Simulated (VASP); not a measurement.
# HgTe (I-4m2) in VASP: a series of runs

HgTe is run at these levels: PBEsol; tasks: single point.

Everything below comes from runs of VASP 6.6.1. Logs are shortened: lines on timing, memory, paths and dates and some standing lists are left out, and cuts for length are marked.

**1. The cell of the first run**

Symmetry: I-4m2, No. 119, tetragonal system. The conventional cell has a = 4.627 Å, b = 4.627 Å, c = 6.254 Å, α = 90.00°, β = 90.00°, γ = 90.00°. Within 3.7 Å of Hg (site symmetry -4m2) lie 4 Te at 2.79 Å. Te (site symmetry -4m2) has 4 Hg at 2.79 Å within 3.7 Å.

**2. Single point, PBEsol (strain +0.015 along x and y, -0.030 along z)**

INCAR reads:

```
ALGO = Normal
EDIFF = 1E-6
ENCUT = 520
GGA = PS
ISIF = 2
ISMEAR = 0
LASPH = True
LCHARG = False
LREAL = False
LWAVE = False
NBANDS = 16
NELM = 80
PREC = Accurate
SIGMA = 0.15
```

KPOINTS reads:

```
k-points
0
Gamma
  14 14 14
```

POSCAR reads:

```
HgTe
1.0
    0.0000000000      3.2718525000      3.1267950000
    3.2718525000      0.0000000000      3.1267950000
    3.2718525000      3.2718525000      0.0000000000
Hg Te
1 1
Direct
    0.0000000000      0.0000000000      0.0000000000
    0.7500000000      0.7500000000      0.7500000000
```

Potentials or basis: VASP PAW PBE potentials, release 64 (Hg, Te).

Started as:

```sh
$ cat potpaw_PBE.64/Hg/POTCAR potpaw_PBE.64/Te/POTCAR > POTCAR
$ mpirun -np 1 vasp_std > vasp.out
```

OUTCAR:

```text
EDIFF = 1E-6
   ENCUT = 520
   GGA = PS
   ISIF = 2
   ISMEAR = 0
   LASPH = True
   LREAL = False
   NELM = 80
   PREC = Accurate

 ion  position               nearest neighbor table
   1  0.000  0.000  0.000-   2 2.79   2 2.79   2 2.79   2 2.79
   2  0.750  0.750  0.750-   1 2.79   1 2.79   1 2.79   1 2.79

  LATTYP: Found a body centered tetragonal cell.
 ALAT       =     4.6270981796
 C/A-ratio  =     1.3515144389

  Lattice vectors:

 A1 = (   0.0000000000,  -3.2718525000,  -3.1267950000)
 A2 = (   0.0000000000,   3.2718525000,  -3.1267950000)
 A3 = (   3.2718525000,   0.0000000000,   3.1267950000)

Analysis of symmetry for initial positions (statically):
=====================================================================
 Subroutine PRICEL returns:
 Original cell was already a primitive cell.

 Routine SETGRP: Setting up the symmetry group for a
 body centered tetragonal supercell.

 Subroutine GETGRP returns: Found  8 space group operations
 (whereof  8 operations were pure point group operations)
 out of a pool of 16 trial point group operations.

The static configuration has the point symmetry D_2d.

Analysis of symmetry for dynamics (positions and initial velocities):
=====================================================================
 Subroutine PRICEL returns:
 Original cell was already a primitive cell.

 Routine SETGRP: Setting up the symmetry group for a
 body centered tetragonal supercell.

 Subroutine GETGRP returns: Found  8 space group operations
 (whereof  8 operations were pure point group operations)
 out of a pool of 16 trial point group operations.

The dynamic configuration has the point symmetry D_2d.

 Subroutine INISYM returns: Found  8 space group operations
 (whereof  8 operations are pure point group operations),
 and found     1 'primitive' translations

----------------------------------------------------------------------------------------

                                     Primitive cell

  volume of cell :      66.9448

  direct lattice vectors                    reciprocal lattice vectors
     0.000000000  3.271852500  3.126795000    -0.152818625  0.152818625  0.159908149
     3.271852500  0.000000000  3.126795000     0.152818625 -0.152818625  0.159908149
     3.271852500  3.271852500  0.000000000     0.152818625  0.152818625 -0.159908149

  length of vectors
     4.525689534  4.525689534  4.627098180     0.268845086  0.268845086  0.268845086

  position of ions in fractional coordinates (direct lattice)
[... 72 lines left out ...]
   ICHARG =      2    charge: 1-file 2-atom 10-const
   ISPIN  =      1    spin polarized calculation?
   LNONCOLLINEAR =      F non collinear calculations
   LSORBIT =      F    spin-orbit coupling
   LASPH  =      T    aspherical Exc in radial PAW
   ENCUT  =  520.0 eV  38.22 Ry    6.18 a.u.   8.41  8.41  8.60*2*pi/ulx,y,z
   NELM   =     80;   NELMIN=  2; NELMDL= -5     # of ELM steps
   EDIFF  = 0.1E-05   stopping-criterion for ELM
   LREAL  =      F    real-space projection
[... 7 lines left out ...]
   TEBEG  =    0.0;   TEEND  =   0.0 temperature during run
   PSTRESS=    0.0 pullay stress
   NELECT =      18.0000    total number of electrons
   NUPDOWN=      -1.0000    fix difference up-down
   EMIN   =  10.00;   EMAX   =-10.00  energy-range for DOS
   EFERMI =   0.00;   METHOD = LEGACY
   ISMEAR =     0;   SIGMA  =   0.15  broadening in eV -4-tet -1-fermi 0-gaus
   EFERMI_NEDOS =   21; number of points for ismear=-14 and -15
   IALGO  =     38    algorithm
   IMIX   =      4    mixing-type and parameters
     AMIX     =   0.40;   BMIX     =  1.00
     AMIX_MAG =   1.60;   BMIX_MAG =  1.00
  volume/ion in A,a.u.               =      33.47       225.88
  Fermi-wavevector in a.u.,A,eV,Ry     =   1.056639  1.996759 15.190720  1.116486
  Thomas-Fermi vector in A             =   2.191882
   LORBIT       =      0    0 simple, 1 ext, 2 COOP (PROOUT), +10 PAW based schemes
   GGA     = PS    functional components
   LHFCALC =     F    Hartree Fock is set to
   AEXX    =    0.0000 exact exchange contribution
   IVDW    =     0    specifies the selected vdW correction
   LEPSILON=     F    determine dielectric tensor
   LRPA    =     F    only Hartree local field effects (RPA)
 non-spin polarized calculation
 Gauss-broadening in eV      SIGMA  =   0.15
  energy-cutoff  :      520.00
  volume of cell :       66.94
 maximum number of plane-waves:      1839
 NGX is ok and might be reduce to    36
   NGX = 17   NGY = 17   NGZ = 17

 number of electron      17.9999998 magnetization

 Free energy of the ion-electron system (eV)
  ---------------------------------------------------
  ext. energy  EPLUGINS =         0.00000000
  ---------------------------------------------------
  free energy    TOTEN  =        -4.36339811 eV

  energy without entropy =       -4.36317658  energy(sigma->0) =       -4.36328735

 E-fermi :   3.1868     XC(G=0):  -8.9791

 val. band max:        3.1333557403   @ k =   0.0000   0.0000   0.0000
 cond. band min:       3.3923596513   @ k =   0.0714   0.0000   0.0000
 fundamental gap:      0.2590039110
 Fermi energy:         3.1868327474

 k-point     1 :       0.0000    0.0000    0.0000
  band No.  band energies     occupation
      1      -9.0403      2.00000
      2      -4.3523      2.00000
      3      -4.3523      2.00000
      4      -4.3427      2.00000
      5      -3.8223      2.00000
      6      -3.7889      2.00000
[... 433 lines left out ...]
      3      -4.2366      2.00000
      4      -4.1890      2.00000
      5      -3.8071      2.00000
      6      -3.7925      2.00000
[... 8 lines left out ...]
     15      12.0586      0.00000
     16      12.3815      0.00000

 [... further k-points ...]

------------------------ aborting loop because EDIFF is reached ----------------------------------------

  FORCE on cell =-STRESS in cart. coord.  units (eV):
  Direction    XX          YY          ZZ          XY          YZ          ZX
  --------------------------------------------------------------------------------------
  -------------------------------------------------------------------------------------
  Total        0.5105530      0.5105530      0.7682104      0.0000000     -0.0000000     -0.0000000
  in kB       12.2189706     12.2189706     18.3854365      0.0000000     -0.0000000     -0.0000000
  external PRESSURE =      14.2744592 kB  Pullay stress =       0.0000000 kB

 VOLUME and BASIS-vectors are now :
 -----------------------------------------------------------------------------
  energy-cutoff  :      520.00
  volume of cell :       66.94
      direct lattice vectors                 reciprocal lattice vectors
     0.000000000  3.271852500  3.126795000    -0.152818625  0.152818625  0.159908149
     3.271852500  0.000000000  3.126795000     0.152818625 -0.152818625  0.159908149
     3.271852500  3.271852500  0.000000000     0.152818625  0.152818625 -0.159908149

 POSITION                                       TOTAL-FORCE (eV/Angst)
 -----------------------------------------------------------------------------------
      0.00000      0.00000      0.00000        -0.000000     -0.000000     -0.000000
      4.90778      4.90778      4.69019         0.000000      0.000000      0.000000
 -----------------------------------------------------------------------------------
    total drift:                                0.000000      0.000000     -0.000000

  FREE ENERGIE OF THE ION-ELECTRON SYSTEM (eV)
  ---------------------------------------------------
  free  energy   TOTEN  =        -4.3633981150 eV

  energy  without entropy=       -4.3631765789  energy(sigma->0) =       -4.36328735
```

OSZICAR:

```text
N       E                     dE             d eps       ncg     rms          rms(c)
DAV:   1     0.104552004833E+03    0.10455E+03   -0.79987E+03  7840   0.973E+02
DAV:   2    -0.980488870188E+00   -0.10553E+03   -0.98725E+02  9144   0.228E+02
DAV:   3    -0.456873102880E+01   -0.35882E+01   -0.35803E+01  9640   0.435E+01
DAV:   4    -0.460142347255E+01   -0.32692E-01   -0.32691E-01 11600   0.377E+00
DAV:   5    -0.460151654781E+01   -0.93075E-04   -0.93075E-04 10312   0.178E-01    0.781E+00
DAV:   6    -0.437655962707E+01    0.22496E+00   -0.44288E-01  9344   0.921E+00    0.622E+00
DAV:   7    -0.436563973236E+01    0.10920E-01   -0.10055E-01  9328   0.219E+00    0.227E+00
DAV:   8    -0.436362561268E+01    0.20141E-02   -0.10655E-02  8800   0.120E+00    0.575E-01
DAV:   9    -0.436338514942E+01    0.24046E-03   -0.69350E-04 10328   0.305E-01    0.120E-01
DAV:  10    -0.436339273523E+01   -0.75858E-05   -0.75920E-05  9896   0.793E-02    0.499E-02
DAV:  11    -0.436339944828E+01   -0.67130E-05   -0.19856E-05  9992   0.360E-02    0.299E-02
DAV:  12    -0.436339813260E+01    0.13157E-05   -0.32665E-06  8640   0.154E-02    0.151E-02
DAV:  13    -0.436339811498E+01    0.17624E-07   -0.28158E-07  4672   0.310E-03
   1 F= -.43633981E+01 E0= -.43632873E+01  d E =-.221536E-03
```

It took 2.9 min on 1 thread of AMD EPYC 9R45 (Zen 5), shared host; peak memory 0.38 GiB.

What came out:

| Property | Result |
| --- | --- |
| Free energy | -4.3634 eV |
| Pressure | 1.4 GPa |

Caveat: the cell differs from its parent crystal (strain +0.015 along x and y, -0.030 along z); the PAW data sets were made with another functional, which shifts forces and pressure a little; spin-orbit coupling is left out, which moves the levels of the heavy elements.

**3. Single point, PBEsol (strain +0.030 along x and y, -0.030 along z)**

INCAR reads:

```
SYSTEM = HgTe
PREC = Accurate ; ENCUT = 520
EDIFF = 1E-7 ; ISMEAR = 0
SIGMA = 0.15 ; LREAL = .False.
LASPH = .True. ; NELM = 60
ALGO = Normal ; ISIF = 2
LWAVE = .False. ; LCHARG = .False.
GGA = PS ; NBANDS = 16
```

KPOINTS reads:

```
Automatic mesh
0
Gamma
  14 14 14
  0 0 0
```

POSCAR reads:

```
HgTe
1.0
    0.0000000000      3.3202050000      3.1267950000
    3.3202050000      0.0000000000      3.1267950000
    3.3202050000      3.3202050000      0.0000000000
Hg Te
1 1
Direct
    0.0000000000      0.0000000000      0.0000000000
    0.7500000000      0.7500000000      0.7500000000
```

Potentials or basis: VASP PAW PBE potentials, release 64 (Hg, Te).

Started as:

```sh
$ cat potpaw_PBE.64/Hg/POTCAR potpaw_PBE.64/Te/POTCAR > POTCAR
$ mpirun -np 1 vasp_std > vasp.out
```

It took 2.7 min on 1 thread of AMD EPYC 9R45 (Zen 5), shared host; peak memory 0.39 GiB.

Results (log left out):

```
Free energy : -4.3698 eV
Pressure    : 0.1 GPa
```

Stress tensor (GPa, compression positive):
```
-0.23  0.00  0.00
 0.00 -0.23  0.00
 0.00  0.00  0.63
```

Levels at points of the mesh, in eV from the Fermi level:
| k point | band 6 | band 7 | band 8 | band 9 | band 10 | band 11 | band 12 | band 13 |
| --- | --- | --- | --- | --- | --- | --- | --- | --- |
| (0.00, 0.00, 0.00) | -6.84 | -1.01 | -0.22 | -0.22 | -0.04 | 4.09 | 4.10 | 4.10 |
| (0.50, 0.00, 0.00) | -6.57 | -5.54 | -1.23 | -0.97 | 0.47 | 4.70 | 5.04 | 6.60 |
| (0.50, 0.50, 0.00) | -6.37 | -5.31 | -2.51 | -2.51 | 1.42 | 2.14 | 8.11 | 8.59 |
| (0.50, 0.00, 0.50) | -6.47 | -5.58 | -2.33 | -2.19 | 1.85 | 2.37 | 7.73 | 8.33 |

Caveat: the cell differs from its parent crystal (strain +0.030 along x and y, -0.030 along z); the PAW data sets were made with another functional, which shifts forces and pressure a little; spin-orbit coupling is left out, which moves the levels of the heavy elements.
